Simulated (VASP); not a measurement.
# BiO4 (P-3m1) in VASP: a series of runs, part 2 of 2

VASP 6.6.1. The steps go on from the part before.

## (3) Single point, PBE

This run uses another cell than the first one, of 16.84 Å³/atom, 1.397 times its volume.

File INCAR:

```
SYSTEM = BiO4
  ALGO = Normal
  EDIFF = 1E-7
  ENCUT = 520
  GGA = PE
  ISIF = 2
  ISMEAR = 0
  LASPH = .True.
  LCHARG = .True.
  LELF = .True.
  LREAL = .False.
  LVHAR = .True.
  LWAVE = .False.
  NBANDS = 28
  NELM = 100
  PREC = Accurate
  SIGMA = 0.1
```

File KPOINTS:

```
k-points
0
Gamma
  6 6 2
  0 0 0
```

File POSCAR:

```
BiO4
1.0
    3.3299486622      0.0000000000      0.0000000000
   -1.6649743311      2.8838201347      0.0000000000
    0.0000000000      0.0000000000      8.7676583041
Bi O
1 4
Direct
    0.0000000000      0.0000000000      0.0000000000
    0.3333333333      0.6666666667      0.8715082932
    0.3333333333      0.6666666667      0.4813053685
    0.6666666667      0.3333333333      0.1284917068
    0.6666666667      0.3333333333      0.5186946315
```

Potentials or basis: VASP PAW PBE potentials, release 64 (Bi_d, O).

On the command line:

```console
cat potpaw_PBE.64/Bi_d/POTCAR potpaw_PBE.64/O/POTCAR > POTCAR
mpirun -np 1 vasp_std > vasp.out
```

OUTCAR:

```text
SYSTEM = BiO4
   EDIFF = 1E-7
   ENCUT = 520
   GGA = PE
   ISIF = 2
   ISMEAR = 0
   LASPH = .True.
   LREAL = .False.
   NELM = 100
   PREC = Accurate

 ion  position               nearest neighbor table
   1  0.000  0.000  0.000-   2 2.23   4 2.23   2 2.23   4 2.23   4 2.23   2 2.23
   2  0.333  0.667  0.872-   1 2.23   1 2.23   1 2.23
   3  0.333  0.667  0.481-   5 1.95   5 1.95   5 1.95
   4  0.667  0.333  0.128-   1 2.23   1 2.23   1 2.23
   5  0.667  0.333  0.519-   3 1.95   3 1.95   3 1.95

  LATTYP: Found a hexagonal cell.
 ALAT       =     3.3299486622
 C/A-ratio  =     2.6329710135

  Lattice vectors:

 A1 = (   3.3299486622,   0.0000000000,   0.0000000000)
 A2 = (  -1.6649743311,   2.8838201347,   0.0000000000)
 A3 = (   0.0000000000,   0.0000000000,   8.7676583041)

Analysis of symmetry for initial positions (statically):
=====================================================================
 Subroutine PRICEL returns:
 Original cell was already a primitive cell.

 Routine SETGRP: Setting up the symmetry group for a
 hexagonal supercell.

 Subroutine GETGRP returns: Found 12 space group operations
 (whereof 12 operations were pure point group operations)
 out of a pool of 24 trial point group operations.

The static configuration has the point symmetry D_3d.

Analysis of symmetry for dynamics (positions and initial velocities):
=====================================================================
 Subroutine PRICEL returns:
 Original cell was already a primitive cell.

 Routine SETGRP: Setting up the symmetry group for a
 hexagonal supercell.

 Subroutine GETGRP returns: Found 12 space group operations
 (whereof 12 operations were pure point group operations)
 out of a pool of 24 trial point group operations.

The dynamic configuration has the point symmetry D_3d.

 Subroutine INISYM returns: Found 12 space group operations
 (whereof 12 operations are pure point group operations),
 and found     1 'primitive' translations

----------------------------------------------------------------------------------------

                                     Primitive cell

  volume of cell :      84.1956

  direct lattice vectors                    reciprocal lattice vectors
     3.329948662  0.000000000  0.000000000     0.300304930  0.173381132  0.000000000
    -1.664974331  2.883820135  0.000000000     0.000000000  0.346762264  0.000000000
     0.000000000  0.000000000  8.767658304     0.000000000  0.000000000  0.114055540

  length of vectors
     3.329948662  3.329948662  8.767658304     0.346762264  0.346762264  0.114055540

  position of ions in fractional coordinates (direct lattice)
     0.000000000  0.000000000  0.000000000
     0.333333333  0.666666667  0.871508293
     0.333333333  0.666666667  0.481305369
     0.666666667  0.333333333  0.128491707
     0.666666667  0.333333333  0.518694631

  ion indices of the primitive-cell ions
   primitive index   ion index
                 1           1
                 2           2
                 3           3
                 4           4
                 5           5
[... 28 lines left out ...]
            Coordinates               Weight
  0.000000  0.000000  0.000000      1.000000
  0.166667  0.000000  0.000000      6.000000
  0.333333 -0.000000  0.000000      6.000000
  0.500000 -0.000000  0.000000      3.000000
  0.166667  0.166667  0.000000      6.000000
  0.333333  0.166667  0.000000     12.000000
  0.333333  0.333333  0.000000      2.000000
  0.000000  0.000000  0.500000      1.000000
  0.166667  0.000000  0.500000      6.000000
  0.333333 -0.000000  0.500000      6.000000
  0.500000 -0.000000  0.500000      3.000000
  0.166667  0.166667  0.500000      6.000000
  0.333333  0.166667  0.500000     12.000000
  0.333333  0.333333  0.500000      2.000000
   k-points           NKPTS =     14   k-points in BZ     NKDIM =     14   number of bands    NBANDS=     28
   number of dos      NEDOS =    301   number of ions     NIONS =      5
   total plane-waves  NPLWV =  54880
[... 19 lines left out ...]
   IBRION =     -1    ionic relax: 0-MD 1-quasi-New 2-CG
   NFREE  =      0    steps in history (QN), initial steepest desc. (CG)
   ISIF   =      2    stress and relaxation
   ISYM   =      2    0-nonsym 1-usesym 2-fastsym
   POTIM  = 0.5000    time-step for ionic-motion
   TEBEG  =    0.0;   TEEND  =   0.0 temperature during run
   PSTRESS=    0.0 pullay stress
   NELECT =      39.0000    total number of electrons
   NUPDOWN=      -1.0000    fix difference up-down
   EMIN   =  10.00;   EMAX   =-10.00  energy-range for DOS
   EFERMI =   0.00;   METHOD = LEGACY
   ISMEAR =     0;   SIGMA  =   0.10  broadening in eV -4-tet -1-fermi 0-gaus
   EFERMI_NEDOS =   21; number of points for ismear=-14 and -15
   IALGO  =     38    algorithm
   IMIX   =      4    mixing-type and parameters
     AMIX     =   0.40;   BMIX     =  1.00
     AMIX_MAG =   1.60;   BMIX_MAG =  1.00
  volume/ion in A,a.u.               =      16.84       113.64
  Fermi-wavevector in a.u.,A,eV,Ry     =   1.266679  2.393676 21.830219  1.604476
  Thomas-Fermi vector in A             =   2.399867
   LORBIT       =      0    0 simple, 1 ext, 2 COOP (PROOUT), +10 PAW based schemes
   GGA     = PE    functional components
   LHFCALC =     F    Hartree Fock is set to
   AEXX    =    0.0000 exact exchange contribution
   IVDW    =     0    specifies the selected vdW correction
   LEPSILON=     F    determine dielectric tensor
   LRPA    =     F    only Hartree local field effects (RPA)
 non-spin polarized calculation
 Gauss-broadening in eV      SIGMA  =   0.10
  energy-cutoff  :      520.00
  volume of cell :       84.20
 maximum number of plane-waves:      2301
 NGX is ok and might be reduce to    28
   NGX = 13   NGY = 13   NGZ = 33

 number of electron      39.0000006 magnetization

 Free energy of the ion-electron system (eV)
  ---------------------------------------------------
  ext. energy  EPLUGINS =         0.00000000
  ---------------------------------------------------
  free energy    TOTEN  =       -22.16479536 eV

  energy without entropy =      -22.14248578  energy(sigma->0) =      -22.15364057

 E-fermi :   1.5692     XC(G=0):  -8.7888

 val. band max:        1.5507436974   @ k =   0.0000   0.0000   0.0000
 cond. band min:       1.5746037127   @ k =   0.1667   0.1667   0.0000
 fundamental gap:      0.0238600153
 Fermi energy:         1.5691573933

 k-point     1 :       0.0000    0.0000    0.0000
  band No.  band energies     occupation
      1     -21.7261      2.00000
      2     -21.6666      2.00000
      3     -21.6666      2.00000
      4     -21.4860      2.00000
      5     -21.4860      2.00000
      6     -18.5048      2.00000
[... 423 lines left out ...]
     27      12.2990      0.00000
     28      12.2990      0.00000

------------------------ aborting loop because EDIFF is reached ----------------------------------------

  FORCE on cell =-STRESS in cart. coord.  units (eV):
  Direction    XX          YY          ZZ          XY          YZ          ZX
  --------------------------------------------------------------------------------------
  -------------------------------------------------------------------------------------
  Total        0.1044489      0.1044489      0.1417780     -0.0000000      0.0000000      0.0000000
  in kB        1.9875825      1.9875825      2.6979262     -0.0000000      0.0000000      0.0000000
  external PRESSURE =       2.2243637 kB  Pullay stress =       0.0000000 kB

 VOLUME and BASIS-vectors are now :
 -----------------------------------------------------------------------------
  energy-cutoff  :      520.00
  volume of cell :       84.20
      direct lattice vectors                 reciprocal lattice vectors
     3.329948662  0.000000000  0.000000000     0.300304930  0.173381132  0.000000000
    -1.664974331  2.883820135  0.000000000     0.000000000  0.346762264  0.000000000
     0.000000000  0.000000000  8.767658304     0.000000000  0.000000000  0.114055540

 POSITION                                       TOTAL-FORCE (eV/Angst)
 -----------------------------------------------------------------------------------
      0.00000      0.00000      0.00000        -0.000000      0.000000      0.000000
     -0.00000      1.92255      7.64109         0.000000      0.000000     -0.049709
     -0.00000      1.92255      4.21992        -0.000000     -0.000000      0.017444
      1.66497      0.96127      1.12657        -0.000000     -0.000000      0.049709
      1.66497      0.96127      4.54774        -0.000000      0.000000     -0.017444
 -----------------------------------------------------------------------------------
    total drift:                               -0.000000      0.000000     -0.000000

  FREE ENERGIE OF THE ION-ELECTRON SYSTEM (eV)
  ---------------------------------------------------
  free  energy   TOTEN  =       -22.1647953569 eV

  energy  without entropy=      -22.1424857836  energy(sigma->0) =      -22.15364057
```

stdout:

```text
POSCAR found type information on POSCAR BiO
 POSCAR found :  2 types and       5 ions
 scaLAPACK will be used
 LDA part: xc-table for (Slater+PW92), standard interpolation
 POSCAR, INCAR and KPOINTS ok, starting setup
 FFT: planning ... GRIDC
 FFT: planning ... GRID_SOFT
 FFT: planning ... GRID
 WAVECAR not read
 entering main loop
```

Wall time 18 s (1 thread of Intel Xeon 6975P-C (Granite Rapids), shared host); peak memory 0.22 GiB.

Results:

- Free energy: -22.1648 eV
- Pressure: 0.2 GPa
- Largest force: 0.050 eV/Å

Forces in eV/Å, atoms in the order of the input:
```
Bi   0.000  0.000  0.000
O    0.000  0.000 -0.050
O    0.000  0.000  0.017
O    0.000  0.000  0.050
O    0.000  0.000 -0.017
```

Levels at points of the mesh, in eV from the Fermi level:
| k point | band 16 | band 17 | band 18 | band 19 | band 20 | band 21 | band 22 | band 23 | band 24 | band 25 |
| --- | --- | --- | --- | --- | --- | --- | --- | --- | --- | --- |
| (0.00, 0.00, 0.00) | -2.73 | -2.73 | -2.37 | -1.28 | -0.02 | 0.36 | 0.36 | 1.98 | 6.78 | 6.78 |
| (0.50, 0.00, 0.00) | -2.56 | -2.27 | -1.69 | -1.46 | -0.05 | 0.76 | 1.63 | 3.48 | 6.53 | 7.68 |
| (0.00, 0.00, 0.50) | -2.73 | -2.73 | -2.62 | -1.14 | -0.03 | 0.36 | 0.36 | 1.98 | 6.78 | 6.78 |
| (0.50, 0.00, 0.50) | -2.56 | -2.27 | -1.70 | -1.45 | -0.06 | 0.77 | 1.63 | 3.49 | 6.54 | 7.68 |

Caveat: the k points lie up to 0.36 Å⁻¹ apart; spin-orbit coupling is left out, which moves the levels of the heavy elements; an odd number of electrons without spin polarisation forces a metal; a magnetic or distorted state may lie lower.

## (4) Relaxation of cell and atoms, PBE

File INCAR:

```
SYSTEM = BiO4
ALGO = Normal ; EDIFF = 1E-6
EDIFFG = -0.04 ; ENCUT = 600
GGA = PE ; IBRION = 2
ISIF = 3 ; ISMEAR = 0
LASPH = .TRUE. ; LCHARG = .FALSE.
LREAL = .FALSE. ; LWAVE = .FALSE.
NELM = 80 ; NSW = 90
PREC = Accurate ; SIGMA = 0.1
```

File KPOINTS:

```
k-points
0
G
  6 6 2
  0 0 0
```

File POSCAR:

```
BiO4
1.0
    2.7867595000      0.0000000000      0.0000000000
   -1.3933797500      2.4134045300      0.0000000000
    0.0000000000      0.0000000000      8.9607733100
Bi O
1 4
Direct
    0.0000000000      0.0000000000      0.0000000000
    0.3333333300      0.6666666700      0.8658552800
    0.3333333300      0.6666666700      0.3767953500
    0.6666666700      0.3333333300      0.1341447200
    0.6666666700      0.3333333300      0.6232046500
```

On the command line:

```console
cat potpaw_PBE.64/Bi_d/POTCAR potpaw_PBE.64/O/POTCAR > POTCAR
mpirun -np 1 vasp_std > vasp.out
```

Run time: 5.7 min. Hardware: 1 thread of Intel Xeon 6975P-C (Granite Rapids), shared host; peak memory 0.21 GiB.

It converged, with:

```
Free energy                            : -22.0781 eV
Relaxed volume                         : 17.00 Å³/atom
Relaxed cell                           : a = 3.310 Å, b = 3.310 Å, c = 8.959 Å, α = 90.00°, β = 90.00°, γ = 120.00°
Space group after relaxing (to 0.05 Å) : P-3m1 (No. 164)
Energy gained by relaxing              : 1872.3 meV/atom
Ionic steps                            : 40
Pressure after relaxing                : -0.1 GPa
Largest force after relaxing           : 0.025 eV/Å
```

Forces in eV/Å, atoms in the order of the input:
```
Bi   0.000  0.000  0.000
O    0.000  0.000  0.025
O    0.000  0.000  0.011
O    0.000  0.000 -0.025
O    0.000  0.000 -0.011
```

Stress tensor (GPa, compression positive):
```
-0.25  0.00  0.00
 0.00 -0.25  0.00
 0.00  0.00  0.19
```

Step by step:
```
step  energy change (eV)  largest force (eV/Å)  pressure (GPa)  volume (Å³)
   1              0.0000                5.6488           63.68        60.27
   2             -1.9762                2.7983          -18.28       111.59
   3             -4.2972                1.4370           -2.28        83.26
   4             -4.2996                1.3756           -1.72        82.75
   5             -5.1136                1.0919           -3.07        82.88
   6             -6.0831                1.3626           -7.96        81.20
   7             -6.2002                1.3624           -9.93        80.18
   8             -6.8496                1.8719           -0.85        69.36
   9             -6.9530                2.1304            8.33        62.81
  10             -7.2262                1.5814            9.25        60.07
  11             -7.2260                1.3905            9.68        59.60
  12             -7.5743                1.2641            2.22        62.65
  13             -7.8581                0.6838          -10.59        70.59
  14             -8.0268                0.7277          -10.38        71.27
  15             -8.4137                0.8110           -9.65        73.20
  16             -8.7662                0.9654           -7.46        76.53
  17             -8.0052                3.0177           -7.77        81.22
  18             -8.8033                1.1117           -7.42        77.28
  19             -8.7561                1.6174           -7.78        79.49
  20             -8.8655                1.2684           -7.61        78.00
  21             -8.8742                1.3989           -7.74        78.63
  22             -8.8782                1.3367           -7.69        78.32
  23             -9.0807                0.8712           -2.28        74.80
  24             -9.1170                0.5126            1.55        72.78
  25             -9.1518                0.4598            1.51        73.32
  26             -9.2339                0.2969            1.62        74.94
  27             -9.3126                0.1662            2.62        78.08
  28             -9.3178                0.2923            3.12        79.17
  29             -9.3470                0.2384           -0.75        82.87
  30             -9.3472                0.2220           -0.44        82.54
  31             -9.3532                0.1536           -0.28        82.93
  32             -9.3552                0.1168           -0.13        83.30
  33             -9.3571                0.0758            0.37        83.27
  34             -9.3573                0.0512            0.67        83.25
  35             -9.3584                0.0183            0.55        83.56
  36             -9.3596                0.1147            0.28        84.29
  37             -9.3604                0.0787           -0.01        84.61
  38             -9.3606                0.0534           -0.39        85.08
  39             -9.3607                0.0423           -0.28        84.94
  40             -9.3613                0.0250           -0.10        84.99
```

Final structure:
```xyz
5
Lattice="3.3098 0.0000 0.0000 -1.6549 2.8663 0.0000 0.0000 0.0000 8.9586" Properties=species:S:1:pos:R:3 pbc="T T T"
Bi    0.0000    0.0000    0.0000
O     0.0000    1.9109    7.8077
O     0.0000    1.9109    4.6372
O     1.6549    0.9554    1.1508
O     1.6549    0.9554    4.3214
```

Levels at points of the mesh, in eV from the Fermi level:
| k point | band 16 | band 17 | band 18 | band 19 | band 20 | band 21 | band 22 | band 23 |
| --- | --- | --- | --- | --- | --- | --- | --- | --- |
| (0.00, 0.00, 0.00) | -2.69 | -2.69 | -2.44 | -1.26 | 0.03 | 0.37 | 0.37 | 1.97 |
| (0.50, 0.00, 0.00) | -2.57 | -2.37 | -1.69 | -1.46 | -0.10 | 0.80 | 1.70 | 3.40 |
| (0.00, 0.00, 0.50) | -2.69 | -2.69 | -2.67 | -1.12 | 0.01 | 0.37 | 0.37 | 1.95 |
| (0.50, 0.00, 0.50) | -2.57 | -2.34 | -1.76 | -1.41 | -0.11 | 0.81 | 1.70 | 3.41 |

Caveat: the k points lie up to 0.37 Å⁻¹ apart in the final cell; the volume moved by over 15 % at a fixed basis, so the end points are rough; spin-orbit coupling is left out, which moves the levels of the heavy elements; an odd number of electrons without spin polarisation forces a metal; a magnetic or distorted state may lie lower.

## (5) Single point, PBE

This run uses another cell than the first one, of 17.31 Å³/atom, 1.436 times its volume.

File INCAR:

```
SYSTEM = BiO4
ALGO = Normal
EDIFF = 1E-6
ENCUT = 520
GGA = PE
ISIF = 2
ISMEAR = 0
LASPH = .TRUE.
LCHARG = .FALSE.
LREAL = .FALSE.
LWAVE = .FALSE.
NBANDS = 28
NELM = 100
PREC = Accurate
SIGMA = 0.1
```

File KPOINTS:

```
k-points
0
G
  12 12 4
  0 0 0
```

File POSCAR:

```
BiO4
1.0
    3.3350934315      0.0000000000      0.0000000000
   -1.6675467157      2.8882756356      0.0000000000
    0.0000000000      0.0000000000      8.9836453057
Bi O
1 4
Direct
    0.0000000000      0.0000000000      0.0000000000
    0.3333333333      0.6666666667      0.8754689140
    0.3333333333      0.6666666667      0.4820130859
    0.6666666667      0.3333333333      0.1245310860
    0.6666666667      0.3333333333      0.5179869141
```

On the command line:

```console
cat potpaw_PBE.64/Bi_d/POTCAR potpaw_PBE.64/O/POTCAR > POTCAR
mpirun -np 1 vasp_std > vasp.out
```

Wall time 82 s (1 thread of Intel Xeon 6975P-C (Granite Rapids), shared host); peak memory 0.3 GiB.

It converged, with:

| Property | Result |
| --- | --- |
| Free energy | -22.1523 eV |
| Pressure | 0.1 GPa |
| Largest force | 0.049 eV/Å |

Forces on the atoms (eV/Å):
```
Bi   0.000  0.000  0.000
O    0.000  0.000 -0.049
O    0.000  0.000 -0.004
O    0.000  0.000  0.049
O    0.000  0.000  0.004
```

Stress tensor (GPa, compression positive):
```
 0.21  0.00  0.00
 0.00  0.21  0.00
 0.00  0.00 -0.03
```

Levels at points of the mesh, in eV from the Fermi level:
| k point | band 16 | band 17 | band 18 | band 19 | band 20 | band 21 | band 22 | band 23 | band 24 | band 25 |
| --- | --- | --- | --- | --- | --- | --- | --- | --- | --- | --- |
| (0.00, 0.00, 0.00) | -2.75 | -2.75 | -2.41 | -1.29 | 0.06 | 0.44 | 0.44 | 1.97 | 6.74 | 6.74 |
| (0.50, 0.00, 0.00) | -2.57 | -2.26 | -1.63 | -1.37 | -0.05 | 0.83 | 1.70 | 3.49 | 6.52 | 7.71 |
| (0.00, 0.00, 0.50) | -2.75 | -2.75 | -2.62 | -1.19 | 0.05 | 0.44 | 0.44 | 1.96 | 6.74 | 6.74 |
| (0.50, 0.00, 0.50) | -2.57 | -2.26 | -1.63 | -1.36 | -0.06 | 0.83 | 1.70 | 3.50 | 6.52 | 7.71 |

Caveat: spin-orbit coupling is left out, which moves the levels of the heavy elements; an odd number of electrons without spin polarisation forces a metal; a magnetic or distorted state may lie lower.

## (6) The runs side by side

| task | cell | k mesh | cutoff (eV) | gap on the mesh (eV) | pressure (GPa) | largest force (eV/Å) |
| --- | --- | --- | --- | --- | --- | --- |
| single point | a = 2.787, b = 2.787, c = 8.961 Å, angles 90.0, 90.0, 120.0°, 5 atoms | 6 × 6 × 2 | 520 | none | 63.8 | 5.66 |
| single point | a = 3.330, b = 3.330, c = 8.768 Å, angles 90.0, 90.0, 120.0°, 5 atoms | 6 × 6 × 2 | 520 | none | 0.2 | 0.05 |
| relaxation of cell and atoms | relaxed from a = 2.787, b = 2.787, c = 8.961 Å, angles 90.0, 90.0, 120.0°, 5 atoms | 6 × 6 × 2 | 600 | none | -0.1 | 0.03 |
| single point | a = 3.335, b = 3.335, c = 8.984 Å, angles 90.0, 90.0, 120.0°, 5 atoms | 12 × 12 × 4 | 520 | none | 0.1 | 0.05 |

Alike in all rows: level PBE; potentials or basis VASP PAW PBE potentials, release 64 (Bi_d, O); no spin polarisation; smearing gaussian 0.1 eV.

Caveats: some runs use coarse meshes; spin-orbit coupling is left out, which moves the levels of the heavy elements; an odd number of electrons without spin polarisation forces a metal; a magnetic or distorted state may lie lower; the volume moved by over 15 % at a fixed basis, so the end points are rough (some runs).

Total energies depend on the potentials used, so only differences within one code and one set of settings carry meaning.
